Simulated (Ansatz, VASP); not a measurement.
**Two plane-wave programs on WSe2**

File INCAR:

```
ALGO     = Normal         # electronic algorithm
EDIFF    = 1E-6           # SCF threshold, eV
ENCUT    = 520            # plane-wave cutoff, eV
GGA      = PE             # functional
ISIF     = 2              # what is computed and relaxed
ISMEAR   = -1             # smearing method
LASPH    = True           # aspherical terms in the spheres
LCHARG   = False          # write CHGCAR
LREAL    = False          # projectors in reciprocal space
LWAVE    = False          # write WAVECAR
NBANDS   = 35             # bands
NELM     = 100            # most SCF steps
PREC     = Accurate       # precision mode
SIGMA    = 0.02           # smearing width, eV
```

File KPOINTS:

```
k-points
0
Gamma
  12 12 2
```

Contents of POSCAR:

```
WSe2
1.0
    3.2996674462      0.0000000000      0.0000000000
   -1.6498337231      2.8575958324      0.0000000000
    0.0000000000      0.0000000000     12.8857268896
W Se
2 4
Direct
    0.3333333333      0.6666666667      0.2500000000
    0.6666666667      0.3333333333      0.7500000000
    0.6666666667      0.3333333333      0.3790146247
    0.6666666667      0.3333333333      0.1209853753
    0.3333333333      0.6666666667      0.8790146247
    0.3333333333      0.6666666667      0.6209853753
```

Input for Ansatz:

```yaml
crystal:
  lattice:
    - [3.2996674462, 0.0, 0.0]
    - [-1.6498337231, 2.8575958324, 0.0]
    - [0.0, 0.0, 12.8857268896]
  atoms:
    - { symbol: W, position: [0.3333333333, 0.6666666667, 0.25] }
    - { symbol: W, position: [0.6666666667, 0.3333333333, 0.75] }
    - { symbol: Se, position: [0.6666666667, 0.3333333333, 0.3790146247] }
    - { symbol: Se, position: [0.6666666667, 0.3333333333, 0.1209853753] }
    - { symbol: Se, position: [0.3333333333, 0.6666666667, 0.8790146247] }
    - { symbol: Se, position: [0.3333333333, 0.6666666667, 0.6209853753] }
kpoints:
  mp_grid: { grid: [12, 12, 2] }
  band_path:
    path:
      - [0.0, 0.0, 0.0]
      - [0.5, 0.0, 0.0]
      - [0.3333333333, 0.3333333333, 0.0]
      - [0.0, 0.0, 0.5]
      - [0.5, 0.0, 0.5]
      - [0.3333333333, 0.3333333333, 0.5]
      - [0.179688, 0.182292, 0.0]
    npoints: 1
hamiltonian:
  xc: pbe
scf:
  occupations: { method: fermi_dirac, width: 0.02 }
  n_extra_bands: 5
output:
  forces: true
  stress: true
  eigenvalues: true
```

Change from the starting cell: uniaxial_z strain -2.0%.

Alike in both runs: task single point; functional PBE; k mesh 12 × 12 × 2; occupations fermi-dirac, width 0.02 eV; no spin polarisation.

|  | VASP | Ansatz |
| --- | --- | --- |
| version | VASP 6.6.1 | Ansatz 0.2.0 |
| potentials or method | VASP PAW PBE potentials, release 64 (W_sv, Se) | plane waves, PAW |
| plane-wave cutoff (eV) | 520 | 420 |
| valence electrons in the cell | 52 | 92 |

```tsv
	VASP	Ansatz	Ansatz less VASP
gap on the k mesh at the Fermi level (eV)	0.95	0.95	+0.005
pressure (GPa)	4.3	3.9	-0.32
traceless stress, the component that is largest in VASP (GPa)	1.71	1.63	-0.078
rms of the force components (eV/Å)	0.157	0.134	-0.0231
```

Atom by atom the forces differ by 0.023 eV/Å (rms over components). VASP's potentials hold 52 valence electrons a cell and Ansatz's 92, so a difference there can come from the potentials and not from the codes.

Neither program's run includes spin-orbit coupling.
